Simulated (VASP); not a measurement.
Runs of VASP 6.6.1 on SnTe (rock salt type). It takes space group Fm-3m (No. 225, cubic). Conventional cell: a = 6.410 Å, b = 6.410 Å, c = 6.410 Å, α = 90.00°, β = 90.00°, γ = 90.00°. Sn (site symmetry m-3m) has 6 Te at 3.21 Å within 4.2 Å. Te (site symmetry m-3m) has 6 Sn at 3.21 Å within 4.2 Å. 

```csv
level,spin,k mesh,smearing,grid for exact exchange (PRECFOCK),screening parameter,gap on the mesh (eV),pressure (GPa),largest force (eV/Å)
PBE,"non-collinear, zero start, SOC",6 × 6 × 6,fermi-dirac 0.02 eV,-,-,-,-0.1,-
r2SCAN,off,6 × 6 × 6,fermi-dirac 0.02 eV,-,-,0.19,-0.6,-
PBE,off,8 × 8 × 8,fermi-dirac 0.1 eV,-,-,0.07,-0.1,(b)
PBE,off,6 × 6 × 6,fermi-dirac 0.02 eV,-,-,0.05,(a),-
PBE,off,4 × 4 × 4,fermi-dirac 0.05 eV,-,-,0.10,-0.2,0.10
HSE06,off,4 × 4 × 4,fermi-dirac 0.05 eV,Normal,0.2079 1/Å,(c),-1.2,0.13
```

Alike in all rows: task single point; potentials or basis VASP PAW PBE potentials, release 64 (Sn_d, Te); cell as given; cutoff (eV) 520.

Task: Fill in the values left out.

Result: (a) 0.0; (b) 0.01; (c) 0.27.

Caveats: some runs use coarse meshes; spin-orbit coupling is left out, which moves the levels of the heavy elements (some runs); the PAW data sets were made with another functional, which shifts forces and pressure a little (some runs).

A k mesh can miss the band edges, and rows without SOC leave out spin-orbit coupling on Sn, Te.
